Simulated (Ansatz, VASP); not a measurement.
## AlPO3: VASP beside Ansatz

```
Al P O
1.0
     2.56172    1.47901    4.19621
    -2.56172    1.47901    4.19621
     0.00000   -2.95802    4.19621
Al P O
2 2 6
Direct
  0.75000 0.75000 0.75000
  0.25000 0.25000 0.25000
  0.50000 0.50000 0.50000
  0.00000 0.00000 0.00000
  0.22554 0.27446 0.75000
  0.27446 0.75000 0.22554
  0.77446 0.72554 0.25000
  0.25000 0.77446 0.72554
  0.72554 0.25000 0.77446
  0.75000 0.22554 0.27446
```

Alike in both runs: functional r2SCAN; k mesh 6 × 6 × 6; occupations gaussian, width 0.1 eV; no spin polarisation.

Ansatz relaxed the structure, and its values are those at the end. VASP's run is a single point on that final structure, the one shown.

|  | VASP | Ansatz |
| --- | --- | --- |
| version | VASP 6.6.1 | Ansatz 0.2.0 |
| potentials or method | VASP PAW PBE potentials, release 64 (Al, P, O), cutoff 520 eV | scalar-relativistic, plane waves, PAW |
| valence electrons in the cell | 52 | 52 |

```tsv
	VASP	Ansatz	Ansatz less VASP
gap on the k mesh at the Fermi level (eV)	none	none	-
pressure (GPa)	-0.7	0.1	+0.74
rms of the force components (eV/Å)	0.020	0.014	-0.0062
```

VASP's potentials were made for PBE, not for r2SCAN. A gap of «none» marks a metal or a gap that the smearing closes. The functional is the same, so the differences come from potentials, cutoffs and numerics.
